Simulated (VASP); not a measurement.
# Li2H in VASP: further runs

Runs on Li2H. Level: PBE. Tasks: single point, relaxation of cell and atoms.

All numbers are computed with VASP 6.6.1; they aren't measurements. Logs are shortened: lines on timing, memory, paths and dates and some standing lists are left out, and cuts for length are marked.

## (1) The cell of the first run

The structure is trigonal, space group P-3m1 (No. 164). Conventional cell: a = 2.843 Å, b = 2.843 Å, c = 4.977 Å, α = 90.00°, β = 90.00°, γ = 120.00°. Li (site symmetry 3m) has 3 H at 2.01 Å within 2.7 Å. H (site symmetry -3m) has 6 Li at 2.01 Å within 2.7 Å.

## (2) Single point, PBE

Input file INCAR:

```
SYSTEM = Li2H
PREC = Accurate
ENCUT = 520
EDIFF = 1E-6
ISMEAR = 0
SIGMA = 0.1
LREAL = .False.
LASPH = .True.
NELM = 60
ALGO = Normal
ISIF = 2
LWAVE = .False.
LCHARG = .True.
GGA = PE
LELF = .True.
LVHAR = .True.
NBANDS = 10
```

Input file KPOINTS:

```
regular mesh
0
Gamma
  9 9 4
  0 0 0
```

Input file POSCAR:

```
Li2H
1.0
    2.8429649377      0.0000000000      0.0000000000
   -1.4214824689      2.4620798581      0.0000000000
    0.0000000000      0.0000000000      4.9771650635
Li H
2 1
Direct
    0.3333333333      0.6666666667      0.2657927537
    0.6666666667      0.3333333333      0.7342072463
    0.0000000000      0.0000000000      0.5000000000
```

Potentials or basis: VASP PAW PBE potentials, release 64 (Li_sv, H).

Run with:

```bash
cat potpaw_PBE.64/Li_sv/POTCAR potpaw_PBE.64/H/POTCAR > POTCAR
mpirun -np 1 vasp_std > vasp.out
```

OUTCAR:

```text
SYSTEM = Li2H
   PREC = Accurate
   ENCUT = 520
   EDIFF = 1E-6
   ISMEAR = 0
   LREAL = .False.
   LASPH = .True.
   NELM = 60
   ISIF = 2
   GGA = PE

 ion  position               nearest neighbor table
   1  0.333  0.667  0.266-
   2  0.667  0.333  0.734-
   3  0.000  0.000  0.500-

  LATTYP: Found a hexagonal cell.
 ALAT       =     2.8429649377
 C/A-ratio  =     1.7506951976

  Lattice vectors:

 A1 = (   2.8429649377,   0.0000000000,   0.0000000000)
 A2 = (  -1.4214824689,   2.4620798581,   0.0000000000)
 A3 = (   0.0000000000,   0.0000000000,   4.9771650635)

Analysis of symmetry for initial positions (statically):
=====================================================================
 Subroutine PRICEL returns:
 Original cell was already a primitive cell.

 Routine SETGRP: Setting up the symmetry group for a
 hexagonal supercell.

 Subroutine GETGRP returns: Found 12 space group operations
 (whereof 12 operations were pure point group operations)
 out of a pool of 24 trial point group operations.

The static configuration has the point symmetry D_3d.

Analysis of symmetry for dynamics (positions and initial velocities):
=====================================================================
 Subroutine PRICEL returns:
 Original cell was already a primitive cell.

 Routine SETGRP: Setting up the symmetry group for a
 hexagonal supercell.

 Subroutine GETGRP returns: Found 12 space group operations
 (whereof 12 operations were pure point group operations)
 out of a pool of 24 trial point group operations.

The dynamic configuration has the point symmetry D_3d.

 Subroutine INISYM returns: Found 12 space group operations
 (whereof 12 operations are pure point group operations),
 and found     1 'primitive' translations

----------------------------------------------------------------------------------------

                                     Primitive cell

  volume of cell :      34.8382

  direct lattice vectors                    reciprocal lattice vectors
     2.842964938  0.000000000  0.000000000     0.351745457  0.203080334  0.000000000
    -1.421482469  2.462079858  0.000000000     0.000000000  0.406160668  0.000000000
     0.000000000  0.000000000  4.977165064     0.000000000  0.000000000  0.200917588

  length of vectors
     2.842964938  2.842964938  4.977165064     0.406160668  0.406160668  0.200917588
[... 83 lines left out ...]
   EDIFF  = 0.1E-05   stopping-criterion for ELM
   LREAL  =      F    real-space projection
   EDIFFG = 0.1E-04   stopping-criterion for IOM
   NSW    =      0    number of steps for IOM
   IBRION =     -1    ionic relax: 0-MD 1-quasi-New 2-CG
   NFREE  =      0    steps in history (QN), initial steepest desc. (CG)
   ISIF   =      2    stress and relaxation
   ISYM   =      2    0-nonsym 1-usesym 2-fastsym
   POTIM  = 0.5000    time-step for ionic-motion
   TEBEG  =    0.0;   TEEND  =   0.0 temperature during run
   PSTRESS=    0.0 pullay stress
   NELECT =       7.0000    total number of electrons
   NUPDOWN=      -1.0000    fix difference up-down
   EMIN   =  10.00;   EMAX   =-10.00  energy-range for DOS
   EFERMI =   0.00;   METHOD = LEGACY
   ISMEAR =     0;   SIGMA  =   0.10  broadening in eV -4-tet -1-fermi 0-gaus
   EFERMI_NEDOS =   21; number of points for ismear=-14 and -15
   IALGO  =     38    algorithm
   IMIX   =      4    mixing-type and parameters
     AMIX     =   0.40;   BMIX     =  1.00
     AMIX_MAG =   1.60;   BMIX_MAG =  1.00
  volume/ion in A,a.u.               =      11.61        78.37
  Fermi-wavevector in a.u.,A,eV,Ry     =   0.958861  1.811984 12.509390  0.919414
  Thomas-Fermi vector in A             =   2.088006
   LORBIT       =      0    0 simple, 1 ext, 2 COOP (PROOUT), +10 PAW based schemes
   GGA     = PE    functional components
   LHFCALC =     F    Hartree Fock is set to
   AEXX    =    0.0000 exact exchange contribution
   IVDW    =     0    specifies the selected vdW correction
   LEPSILON=     F    determine dielectric tensor
   LRPA    =     F    only Hartree local field effects (RPA)
 non-spin polarized calculation
 Gauss-broadening in eV      SIGMA  =   0.10
  energy-cutoff  :      520.00
  volume of cell :       34.84
 maximum number of plane-waves:       954
 NGX is ok and might be reduce to    24
   NGX = 11   NGY = 11   NGZ = 19

 number of electron       6.9999992 magnetization

 Free energy of the ion-electron system (eV)
  ---------------------------------------------------
  ext. energy  EPLUGINS =         0.00000000
  ---------------------------------------------------
  free energy    TOTEN  =        -7.89518335 eV

  energy without entropy =       -7.89174985  energy(sigma->0) =       -7.89346660

 E-fermi :   1.8979     XC(G=0):  -7.8390

 val. band max:        1.8591951124   @ k =   0.2222   0.1111   0.0000
 cond. band min:       2.0040689825   @ k =   0.3333   0.1111   0.2500
 fundamental gap:      0.1448738702
 Fermi energy:         1.8979429478

 k-point     1 :       0.0000    0.0000    0.0000
  band No.  band energies     occupation
      1     -44.9553      2.00000
      2     -44.9257      2.00000
      3      -5.3404      2.00000
      4      -0.0719      2.00000
      5       3.9262      0.00000
      6      13.6623      0.00000
      7      15.6335      0.00000
      8      15.9658      0.00000
      9      15.9659      0.00000
     10      16.6918      0.00000
[... 287 lines left out ...]
 k-point    24 :      -0.1111    0.3333    0.2500
  band No.  band energies     occupation
      1     -44.9300      2.00000
      2     -44.9150      2.00000
      3      -3.8963      2.00000
      4       1.0429      2.00000
      5       5.5624      0.00000
      6       7.5590      0.00000
      7      10.3009      0.00000
      8      11.8851      0.00000
      9      12.8491      0.00000
     10      14.2185      0.00000

 [... further k-points ...]
[... 5 lines left out ...]
  --------------------------------------------------------------------------------------
  -------------------------------------------------------------------------------------
  Total       -0.0670018     -0.0670018      0.0080306      0.0000000      0.0000000      0.0000000
  in kB       -3.0813544     -3.0813544      0.3693214      0.0000000      0.0000000      0.0000000
  external PRESSURE =      -1.9311291 kB  Pullay stress =       0.0000000 kB

 VOLUME and BASIS-vectors are now :
 -----------------------------------------------------------------------------
  energy-cutoff  :      520.00
  volume of cell :       34.84
      direct lattice vectors                 reciprocal lattice vectors
     2.842964938  0.000000000  0.000000000     0.351745457  0.203080334  0.000000000
    -1.421482469  2.462079858  0.000000000     0.000000000  0.406160668  0.000000000
     0.000000000  0.000000000  4.977165064     0.000000000  0.000000000  0.200917588

 POSITION                                       TOTAL-FORCE (eV/Angst)
 -----------------------------------------------------------------------------------
     -0.00000      1.64139      1.32289        -0.000000      0.000000     -0.034794
      1.42148      0.82069      3.65427         0.000000     -0.000000      0.034794
      0.00000      0.00000      2.48858        -0.000000     -0.000000      0.000000
 -----------------------------------------------------------------------------------
    total drift:                                0.000000     -0.000000      0.000000

  FREE ENERGIE OF THE ION-ELECTRON SYSTEM (eV)
  ---------------------------------------------------
  free  energy   TOTEN  =        -7.8951833516 eV

  energy  without entropy=       -7.8917498508  energy(sigma->0) =       -7.89346660
```

OSZICAR:

```text
N       E                     dE             d eps       ncg     rms          rms(c)
DAV:   1     0.172178621519E+02    0.17218E+02   -0.35705E+03   868   0.636E+02
DAV:   2    -0.501080578146E+01   -0.22229E+02   -0.21655E+02  1054   0.130E+02
DAV:   3    -0.817621629126E+01   -0.31654E+01   -0.31519E+01  1470   0.374E+01
DAV:   4    -0.821569567830E+01   -0.39479E-01   -0.39462E-01  1144   0.509E+00
DAV:   5    -0.821607691823E+01   -0.38124E-03   -0.38122E-03  1262   0.442E-01    0.287E+00
DAV:   6    -0.796190793016E+01    0.25417E+00   -0.29724E-01   974   0.165E+00    0.137E+00
DAV:   7    -0.789290741670E+01    0.69001E-01   -0.27671E-01  1090   0.176E+00    0.245E-01
DAV:   8    -0.789501952792E+01   -0.21121E-02   -0.78061E-03  1084   0.515E-01    0.753E-02
DAV:   9    -0.789519365995E+01   -0.17413E-03   -0.44511E-04  1326   0.112E-01    0.142E-02
DAV:  10    -0.789518235671E+01    0.11303E-04   -0.76148E-06  1112   0.206E-02    0.584E-03
DAV:  11    -0.789518386438E+01   -0.15077E-05   -0.19062E-06  1100   0.903E-03    0.121E-03
DAV:  12    -0.789518335165E+01    0.51273E-06   -0.60080E-08   652   0.244E-03
   1 F= -.78951834E+01 E0= -.78934666E+01  d E =-.343350E-02
```

stdout:

```text
POSCAR found type information on POSCAR LiH
 POSCAR found :  2 types and       3 ions
 scaLAPACK will be used
 LDA part: xc-table for (Slater+PW92), standard interpolation
 POSCAR, INCAR and KPOINTS ok, starting setup
 FFT: planning ... GRIDC
 FFT: planning ... GRID_SOFT
 FFT: planning ... GRID
 WAVECAR not read
 entering main loop
```

Run time: 8.8 s. Hardware: 1 thread of Intel Xeon Platinum 8488C (Sapphire Rapids), shared host; peak memory 0.15 GiB.

Results:

```yaml
Free_energy: -7.8952 eV
Largest_force: 0.035 eV/Å
```

Forces on the atoms (eV/Å):
```
Li   0.000  0.000 -0.035
Li   0.000  0.000  0.035
H    0.000  0.000  0.000
```

Levels at points of the mesh, in eV from the Fermi level:
| k point | band 1 | band 2 | band 3 | band 4 | band 5 | band 6 | band 7 | band 8 | band 9 |
| --- | --- | --- | --- | --- | --- | --- | --- | --- | --- |
| (0.00, 0.00, 0.00) | -46.85 | -46.82 | -7.24 | -1.97 | 2.03 | 11.76 | 13.74 | 14.07 | 14.07 |
| (0.00, 0.00, 0.50) | -46.85 | -46.83 | -7.10 | -2.99 | 6.12 | 7.03 | 11.94 | 14.68 | 14.69 |

Caveat: the cutoff is under 1.25 times the usual one of these potentials, so pressure, stress and relaxed cells hold a basis-set (Pulay) error.

## (3) Relaxation of cell and atoms, PBE

This run uses another cell than the first one, of 9.93 Å³/atom, 0.855 times its volume.

Input file INCAR:

```
  PREC = Accurate
  ENCUT = 600
  EDIFF = 1E-6
  ISMEAR = 0
  SIGMA = 0.1
  LREAL = False
  LASPH = True
  NELM = 60
  ALGO = Normal
  ISIF = 3
  LWAVE = False
  LCHARG = False
  GGA = PE
  IBRION = 2
  NSW = 90
  EDIFFG = -0.04
```

Input file KPOINTS:

```
Automatic mesh
0
Gamma
  6 6 6
```

Input file POSCAR:

```
Li2H
1.0
    3.4273186800      0.0000000000      0.0000000000
   -1.7136593400      2.9681450500      0.0000000000
    0.0000000000      0.0000000000      2.9294697700
Li H
2 1
Direct
    0.3333333300      0.6666666700      0.2689920800
    0.6666666700      0.3333333300      0.7310079200
    0.0000000000      0.0000000000      0.5000000000
```

Potentials or basis: VASP PAW PBE potentials, release 64 (Li_sv, H).

Run with:

```bash
cat potpaw_PBE.64/Li_sv/POTCAR potpaw_PBE.64/H/POTCAR > POTCAR
mpirun -np 1 vasp_std > vasp.out
```

It took 36 s on 1 thread of Intel Xeon Platinum 8488C (Sapphire Rapids), shared host; peak memory 0.14 GiB.

The run converged. Its results:

```
Free energy                            : -7.4709 eV
Relaxed volume                         : 10.07 Å³/atom
Relaxed cell                           : a = 2.858 Å, b = 2.858 Å, c = 4.271 Å, α = 90.00°, β = 90.00°, γ = 120.00°
Space group after relaxing (to 0.05 Å) : P-3m1 (No. 164)
Energy gained by relaxing              : 316.5 meV/atom
Ionic steps                            : 12
Pressure after relaxing                : 0.1 GPa
Largest force after relaxing           : 0.026 eV/Å
```

Forces in eV/Å, atoms in the order of the input:
```
Li   0.000  0.000  0.026
Li   0.000  0.000 -0.026
H    0.000  0.000  0.000
```

Stress tensor (GPa, compression positive):
```
-0.06  0.00  0.00
 0.00 -0.06  0.00
 0.00  0.00  0.42
```

Step by step:
```csv
step,energy change (eV),largest force (eV/Å),pressure (GPa),volume (Å³)
1,0.0000,0.0719,6.71,29.80
2,-0.1447,0.0786,4.25,31.61
3,-0.4144,0.0554,-1.03,37.24
4,-0.2553,0.0470,-7.50,49.38
5,-0.4523,0.0003,-3.67,41.04
6,-0.6050,0.1192,-4.22,39.66
7,-0.7929,0.4506,-4.59,34.31
8,-0.7962,0.3194,-4.68,36.93
9,-0.8219,0.3704,-4.74,36.15
10,-0.9419,0.2117,-0.51,30.67
11,-0.9436,0.1823,0.26,30.01
12,-0.9495,0.0262,0.10,30.21
```

Final structure:
```
Li H
1.0
     2.85808    0.00000    0.00000
    -1.42904    2.47517    0.00000
     0.00000    0.00000    4.27094
Li H
2 1
Direct
  0.33333 0.66667 0.26091
  0.66667 0.33333 0.73909
  0.00000 0.00000 0.50000
```

Levels at points of the mesh, in eV from the Fermi level:
| k point | band 1 | band 2 | band 3 | band 4 | band 5 | band 6 | band 7 |
| --- | --- | --- | --- | --- | --- | --- | --- |
| (0.00, 0.00, 0.00) | -46.79 | -46.72 | -7.20 | -1.30 | 3.99 | 11.98 | 13.23 |
| (0.50, 0.00, 0.00) | -46.74 | -46.72 | -4.90 | 0.45 | 3.87 | 4.93 | 7.36 |
| (0.00, 0.00, 0.50) | -46.77 | -46.75 | -6.99 | -2.97 | 9.89 | 10.48 | 11.95 |
| (0.50, 0.00, 0.50) | -46.74 | -46.73 | -4.59 | -0.20 | 2.55 | 3.48 | 9.37 |

Caveat: the cutoff is under 1.25 times the usual one of these potentials, so pressure, stress and relaxed cells hold a basis-set (Pulay) error.

[end of part 1 of 3]
